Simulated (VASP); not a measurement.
## AlN: single point with r2SCAN+rVV10

Crystal: AlN.

```xyz
2
Lattice="0.0000 2.1822 2.1822 2.1822 0.0000 2.1822 2.1822 2.1822 0.0000" Properties=species:S:1:pos:R:3 pbc="T T T"
Al    0.0000    0.0000    0.0000
N     1.0911    1.0911    1.0911
```

```json
{"Program": "VASP 6.6.1", "Task": "single point", "Functional": "r2SCAN", "Dispersion": "rVV10", "Potentials or basis": "VASP PAW PBE potentials, release 64 (Al, N)", "Cutoff": "660 eV", "k mesh": "10 × 10 × 10", "Occupations": "gaussian, width 0.02 eV", "Spin": "no spin polarisation", "Dipole correction": "no", "Further INCAR settings": "ALGO = Normal; EDIFF = 1e-06; NBANDS = 11"}
```

| Quantity | Value |
| --- | --- |
| Pressure | -0.3 GPa |
| Band gap on the k mesh | 3.89 eV (least direct gap 4.88 eV) |

Levels at points of the mesh, in eV from the valence-band top:
| k point | band 2 | band 3 | band 4 | band 5 | band 6 | band 7 |
| --- | --- | --- | --- | --- | --- | --- |
| (0.00, 0.00, 0.00) | 0.00 | 0.00 | 0.00 | 4.88 | 13.52 | 13.52 |
| (0.50, 0.00, 0.00) | -5.93 | -0.49 | -0.49 | 8.20 | 10.81 | 11.93 |
| (0.50, 0.50, 0.00) | -4.97 | -1.81 | -1.81 | 3.89 | 9.46 | 15.21 |

Run time: 57 s on 1 thread of Intel(R) Xeon(R) 6975P-C (Granite Rapids), with other jobs on the host, peak memory 0.25 GiB.

Caveat: the PAW data sets were made with another functional, which shifts forces and pressure a little. A k mesh can miss the band edges.
